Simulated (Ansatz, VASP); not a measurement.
# One calculation of P, two programs

```xyz
4
Lattice="3.2837 0.0000 0.0000 0.0000 34.8570 0.0000 0.0000 0.0000 4.6321" Properties=species:S:1:pos:R:3 pbc="T T T"
P     0.0000   33.8204    2.7429
P     0.0000    1.0366    1.8892
P     1.6419    1.0366    0.4268
P     1.6419   33.8204    4.2052
```

Alike in both runs: task single point; functional PBE; k mesh 6 × 1 × 4; occupations gaussian, width 0.1 eV; no spin polarisation.

|  | VASP | Ansatz |
| --- | --- | --- |
| version | VASP 6.6.1 | Ansatz 0.2.0 |
| potentials or method | VASP PAW PBE potentials, release 64 (P), cutoff 520 eV | scalar-relativistic, plane waves, PAW |
| valence electrons in the cell | 20 | 20 |

|  | VASP | Ansatz | Ansatz less VASP |
| --- | --- | --- | --- |
| gap on the k mesh at the Fermi level (eV) | 0.94 | 0.92 | -0.016 |
| least direct gap on the mesh (eV) | 0.94 | 0.92 | -0.016 |
| rms of the force components (eV/Å) | 0.182 | 0.209 | +0.0276 |

Atom by atom the forces differ by 0.029 eV/Å (rms over components).
